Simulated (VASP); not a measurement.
# Bi (Pm-3m) in VASP: further runs, part 2 of 2

VASP 6.6.1. Earlier steps stand in the parts before.

## Step 4: Single point, LDA

This run uses another cell than the first one, of 32.63 Å³/atom, 1.042 times its volume.

INCAR reads:

```
SYSTEM = Bi
PREC = Accurate
ENCUT = 520
EDIFF = 1E-7
ISMEAR = -1
SIGMA = 0.1
LREAL = .False.
LASPH = .True.
NELM = 100
ALGO = Normal
ISIF = 2
LWAVE = .False.
LCHARG = .False.
NBANDS = 14
```

KPOINTS reads:

```
Automatic mesh
0
Gamma
  11 11 11
  0 0 0
```

POSCAR reads:

```
Bi
1.0
    3.1955766747      0.0000000000      0.0000000000
    0.0000000000      3.1955766747      0.0000000000
    0.0000000000      0.0000000000      3.1955766747
Bi
1
Direct
    0.0000000000      0.0000000000      0.0000000000
```

Started as:

```bash
cat potpaw_LDA.64/Bi_d/POTCAR > POTCAR
mpirun -np 1 vasp_std > vasp.out
```

It took 8.5 s on 1 thread of Intel Xeon 8259CL, shared host; peak memory 0.14 GiB.

The run converged. Its results:

- Free energy: -4.5375 eV
- Pressure: 0.3 GPa

Levels at points of the mesh, in eV from the Fermi level:
```tsv
k point	band 3	band 4	band 5	band 6	band 7	band 8	band 9	band 10	band 11	band 12
(0.00, 0.00, 0.00)	-22.54	-22.54	-22.54	-13.43	3.29	3.29	3.29	6.68	8.09	8.09
```

Caveat: spin-orbit coupling is left out, which moves the levels of the heavy elements.

## Step 5: Single point, LDA (volume scaled by 1.04)

INCAR reads:

```
SYSTEM = Bi
ALGO = Normal
EDIFF = 1E-6
ENCUT = 520
ISIF = 2
ISMEAR = -1
LASPH = .TRUE.
LCHARG = .TRUE.
LELF = .TRUE.
LREAL = .FALSE.
LVHAR = .TRUE.
LWAVE = .FALSE.
NBANDS = 14
NELM = 60
PREC = Accurate
SIGMA = 0.1
```

KPOINTS reads:

```
k-points
0
G
  11 11 11
  0 0 0
```

POSCAR reads:

```
Bi
1.0
    3.2376285586      0.0000000000      0.0000000000
    0.0000000000      3.2376285586      0.0000000000
    0.0000000000      0.0000000000      3.2376285586
Bi
1
Direct
    0.0000000000      0.0000000000      0.0000000000
```

Potentials or basis: VASP PAW LDA potentials, release 64 (Bi_d).

Started as:

```bash
cat potpaw_LDA.64/Bi_d/POTCAR > POTCAR
mpirun -np 1 vasp_std > vasp.out
```

OUTCAR:

```text
SYSTEM = Bi
   EDIFF = 1E-6
   ENCUT = 520
   ISIF = 2
   ISMEAR = -1
   LASPH = .TRUE.
   LREAL = .FALSE.
   NELM = 60
   PREC = Accurate

 ion  position               nearest neighbor table
   1  0.000  0.000  0.000-

  LATTYP: Found a simple cubic cell.
 ALAT       =     3.2376285586

  Lattice vectors:

 A1 = (   3.2376285586,   0.0000000000,   0.0000000000)
 A2 = (   0.0000000000,   3.2376285586,   0.0000000000)
 A3 = (   0.0000000000,   0.0000000000,   3.2376285586)

Analysis of symmetry for initial positions (statically):
=====================================================================
 Subroutine PRICEL returns:
 Original cell was already a primitive cell.

 Routine SETGRP: Setting up the symmetry group for a
 simple cubic supercell.

 Subroutine GETGRP returns: Found 48 space group operations
 (whereof 48 operations were pure point group operations)
 out of a pool of 48 trial point group operations.

The static configuration has the point symmetry O_h .

Analysis of symmetry for dynamics (positions and initial velocities):
=====================================================================
 Subroutine PRICEL returns:
 Original cell was already a primitive cell.

[... 168 lines left out ...]
      8       9.6276      0.00000
      9       9.6276      0.00000
     10      12.8958      0.00000
     11      14.4060      0.00000
     12      14.4060      0.00000
     13      23.4370      0.00000
     14      23.4370      0.00000
[... 377 lines left out ...]
      1     -16.3879      2.00000
      2     -16.2545      2.00000
      3     -16.1467      2.00000
      4     -16.1459      2.00000
      5     -16.0984      2.00000
      6      -5.6330      2.00000
      7       4.4051      2.00000
      8       9.3023      0.00000
      9       9.4752      0.00000
     10      15.6956      0.00000
     11      16.3388      0.00000
     12      18.3724      0.00000
     13      18.4867      0.00000
     14      21.3196      0.00000

 [... further k-points ...]

------------------------ aborting loop because EDIFF is reached ----------------------------------------

  FORCE on cell =-STRESS in cart. coord.  units (eV):
  Direction    XX          YY          ZZ          XY          YZ          ZX
  --------------------------------------------------------------------------------------
  -------------------------------------------------------------------------------------
  Total       -0.3757430     -0.3757430     -0.3757430      0.0000000      0.0000000     -0.0000000
  in kB      -17.7386451    -17.7386451    -17.7386451      0.0000000      0.0000000     -0.0000000
  external PRESSURE =     -17.7386451 kB  Pullay stress =       0.0000000 kB

 VOLUME and BASIS-vectors are now :
 -----------------------------------------------------------------------------
  energy-cutoff  :      520.00
  volume of cell :       33.94
      direct lattice vectors                 reciprocal lattice vectors
     3.237628559  0.000000000  0.000000000     0.308868044  0.000000000  0.000000000
     0.000000000  3.237628559  0.000000000     0.000000000  0.308868044  0.000000000
     0.000000000  0.000000000  3.237628559     0.000000000  0.000000000  0.308868044

 POSITION                                       TOTAL-FORCE (eV/Angst)
 -----------------------------------------------------------------------------------
      0.00000      0.00000      0.00000         0.000000      0.000000      0.000000
 -----------------------------------------------------------------------------------
    total drift:                                0.000000     -0.000000      0.000000

  FREE ENERGIE OF THE ION-ELECTRON SYSTEM (eV)
  ---------------------------------------------------
  free  energy   TOTEN  =        -4.5314841143 eV

  energy  without entropy=       -4.5104255322  energy(sigma->0) =       -4.52095482
```

stdout:

```text
POSCAR found type information on POSCAR Bi
 POSCAR found :  1 types and       1 ions
 scaLAPACK will be used
 LDA part: xc-table for (Slater(with rela. corr.)+CA(PZ))
 , standard interpolation
 POSCAR, INCAR and KPOINTS ok, starting setup
 FFT: planning ... GRIDC
 FFT: planning ... GRID_SOFT
 FFT: planning ... GRID
 WAVECAR not read
 entering main loop
```

It took 8.2 s on 1 thread of Intel Xeon 8259CL, shared host; peak memory 0.14 GiB.

Results:

* Free energy: -4.5315 eV
* Pressure: -1.8 GPa

Levels at points of the mesh, in eV from the Fermi level:
| k point | band 3 | band 4 | band 5 | band 6 | band 7 | band 8 | band 9 | band 10 | band 11 | band 12 |
| --- | --- | --- | --- | --- | --- | --- | --- | --- | --- | --- |
| (0.00, 0.00, 0.00) | -22.52 | -22.52 | -22.52 | -13.15 | 3.20 | 3.20 | 3.20 | 6.47 | 7.98 | 7.98 |

Caveat: the cell differs from its parent crystal (volume scaled by 1.04); spin-orbit coupling is left out, which moves the levels of the heavy elements.

## Step 6: Single point, LDA (volume scaled by 1.08)

INCAR reads:

```
PREC = Accurate
ENCUT = 520
EDIFF = 1E-6
ISMEAR = -1
SIGMA = 0.1
LREAL = False
LASPH = True
NELM = 80
ALGO = Normal
ISIF = 2
LWAVE = False
LCHARG = False
GGA = CA
NBANDS = 14
```

KPOINTS reads:

```
regular mesh
0
Gamma
  11 11 11
```

POSCAR reads:

```
Bi
1.0
    3.2786155497      0.0000000000      0.0000000000
    0.0000000000      3.2786155497      0.0000000000
    0.0000000000      0.0000000000      3.2786155497
Bi
1
Direct
    0.0000000000      0.0000000000      0.0000000000
```

Potentials or basis: VASP PAW LDA potentials, release 64 (Bi_d).

Started as:

```bash
cat potpaw_LDA.64/Bi_d/POTCAR > POTCAR
mpirun -np 1 vasp_std > vasp.out
```

Wall time 7.5 s (1 thread of Intel Xeon 8259CL, shared host); peak memory 0.14 GiB.

It converged, with:

- Free energy: -4.5103 eV
- Pressure: -3.5 GPa

Levels at points of the mesh, in eV from the Fermi level:
```
           k point  band 4  band 5  band 6  band 7  band 8  band 9  band 10  band 11
(0.00, 0.00, 0.00)  -22.50  -22.50  -12.90    3.11    3.11    3.11     6.27     7.87
```

Caveat: the cell differs from its parent crystal (volume scaled by 1.08); spin-orbit coupling is left out, which moves the levels of the heavy elements.

## Step 7: Summary

| cell | k mesh | gap on the mesh (eV) | pressure (GPa) |
| --- | --- | --- | --- |
| a = 3.152 Å, 1 atom | 11 × 11 × 11 | none | 2.9 |
| a = 3.196 Å, 1 atom | 10 × 10 × 10 | none | 0.1 |
| a = 3.196 Å, 1 atom | 11 × 11 × 11 | none | 0.3 |
| a = 3.238 Å, 1 atom | 11 × 11 × 11 | none | -1.8 |
| a = 3.279 Å, 1 atom | 11 × 11 × 11 | none | -3.5 |

Alike in all rows: task single point; level LDA; potentials or basis VASP PAW LDA potentials, release 64 (Bi_d); no spin polarisation; cutoff (eV) 520; smearing fermi-dirac 0.1 eV.

Caveats: spin-orbit coupling is left out, which moves the levels of the heavy elements.

Absolute energies hang on the potentials; compare differences alone.
